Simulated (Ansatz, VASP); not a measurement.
Mg5ZnS6: VASP beside Ansatz

```
Mg Zn S
1.0
     6.95951    0.00000    0.00000
    -3.47976    6.02711    0.00000
     0.00000    0.00000    6.46989
Mg Zn S
5 1 6
Direct
  0.00000 0.66983 0.00241
  0.66983 0.00000 0.00241
  0.33017 0.33017 0.00241
  0.33333 0.66667 0.50294
  0.66667 0.33333 0.50294
  0.00000 0.00000 0.50421
  0.00000 0.67689 0.38467
  0.67689 0.00000 0.38467
  0.32311 0.32311 0.38467
  0.33333 0.66667 0.88427
  0.00000 0.00000 0.87012
  0.66667 0.33333 0.88427
```

Alike in both runs: task single point; functional PBE; k mesh 6 × 6 × 4; occupations gaussian, width 0.02 eV; no spin polarisation.

|  | VASP | Ansatz |
| --- | --- | --- |
| version | VASP 6.6.1 | Ansatz 0.2.0 |
| potentials or method | VASP PAW PBE potentials, release 64 (Mg, Zn, S), cutoff 520 eV | scalar-relativistic, plane waves, PAW |
| valence electrons in the cell | 58 | 98 |

|  | VASP | Ansatz | Ansatz less VASP |
| --- | --- | --- | --- |
| gap on the k mesh at the Fermi level (eV) | 3.13 | 3.14 | +0.006 |
| least direct gap on the mesh (eV) | 3.13 | 3.14 | +0.006 |
| pressure (GPa) | -0.1 | 0.0 | +0.11 |
| rms of the force components (eV/Å) | 0.007 | 0.003 | -0.0035 |

Atom by atom the forces differ by 0.007 eV/Å (rms over components). VASP's potentials hold 58 valence electrons a cell and Ansatz's 98, so a difference there can come from the potentials and not from the codes.
